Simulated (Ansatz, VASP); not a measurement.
## One calculation of Ru, two programs

```
Ru
1.0
     2.67583    0.00000    0.00000
    -1.33791    2.31734    0.00000
     0.00000    0.00000    4.22638
Ru
2
Direct
  0.33333 0.66667 0.25000
  0.66667 0.33333 0.75000
```

Alike in both runs: functional LDA; k mesh 18 × 18 × 10; occupations fermi-dirac, width 0.15 eV; no spin polarisation.

Ansatz relaxed the structure, and its values are those at the end. VASP's run is a single point on that final structure, the one shown.

|  | VASP | Ansatz |
| --- | --- | --- |
| version | VASP 6.6.1 | Ansatz 0.2.0 |
| potentials or method | VASP PAW LDA potentials, release 64 (Ru_sv), cutoff 560 eV | scalar-relativistic, plane waves, PAW |
| valence electrons in the cell | 32 | 32 |

Ansatz gave:

```
gap on the k mesh at the Fermi level (eV) : none
pressure (GPa)                            : 0.0
```

Which values does VASP return?

gap on the k mesh at the Fermi level (eV): none; pressure (GPa): 0.5.

LDA's correlation is that of Perdew and Zunger in VASP and of Perdew and Wang (1992) in Ansatz. A gap of «none» marks a metal or a gap that the smearing closes.
